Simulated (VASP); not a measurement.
Write the native input for VASP 6.6.1 that does the following.

- Task: single point
- Functional: r2SCAN
- Potentials or basis: VASP PAW PBE potentials, release 64 (Zn, Cu)
- Cutoff: 520 eV
- k mesh: 18 × 18 × 8
- Occupations: gaussian, width 0.1 eV
- Spin: no spin polarisation
- Dipole correction: no
- Further INCAR settings: ALGO = Normal; EDIFF = 1e-06; NBANDS = 24

ZnCu2:

```xyz
3
Lattice="2.5923 0.0000 0.0000 -1.2962 2.2450 0.0000 0.0000 0.0000 6.2596" Properties=species:S:1:pos:R:3 pbc="T T T"
Zn    0.0000    0.0000    0.0000
Cu    0.0000    1.4967    4.1459
Cu    1.2962    0.7483    2.1136
```

The input as run:

POSCAR

```
ZnCu2
1.0
    2.5923273241      0.0000000000      0.0000000000
   -1.2961636621      2.2450213176      0.0000000000
    0.0000000000      0.0000000000      6.2595633620
Zn Cu
1 2
Direct
    0.0000000000      0.0000000000      0.0000000000
    0.3333333333      0.6666666667      0.6623329253
    0.6666666667      0.3333333333      0.3376670747
```

INCAR.step1

```
SYSTEM = ZnCu2
PREC = Accurate
ENCUT = 520
ISMEAR = 0
SIGMA = 0.1
LREAL = .False.
LASPH = .True.
NELM = 100
NBANDS = 24
GGA = PE
ALGO = Normal
EDIFF = 1E-4
LWAVE = .True.
LCHARG = .False.
```

INCAR.step2

```
SYSTEM = ZnCu2
PREC = Accurate
ENCUT = 520
EDIFF = 1E-6
ISMEAR = 0
SIGMA = 0.1
LREAL = .False.
LASPH = .True.
NELM = 100
ALGO = Normal
ISIF = 2
LWAVE = .False.
LCHARG = .True.
METAGGA = R2SCAN
LMIXTAU = .True.
LELF = .True.
LVHAR = .True.
NBANDS = 24
ISTART = 1
```

KPOINTS

```
Automatic mesh
0
Gamma
  18 18 8
  0 0 0
```

Potentials or basis: VASP PAW PBE potentials, release 64 (Zn, Cu).

Launch:

```sh
$ cat potpaw_PBE.64/Zn/POTCAR potpaw_PBE.64/Cu/POTCAR > POTCAR
$ cp INCAR.step1 INCAR
$ mpirun -np 1 vasp_std > vasp.out
$ cp INCAR.step2 INCAR
$ mpirun -np 1 vasp_std > vasp.out
```

Results of the run:

| Quantity | Value |
| --- | --- |
| Pressure | 0.5 GPa |
| Largest force | 0.014 eV/Å |
| Band gap on the k mesh | zero (band 17 reaches 8.48 eV, above the bottom of band 18 at 4.09 eV) |

Caveat: the PAW data sets were made with another functional, which shifts forces and pressure a little.

Run time: 6.5 min on 1 thread of AMD EPYC 9R45 (Zen 5), on a shared host, peak memory 0.29 GiB.
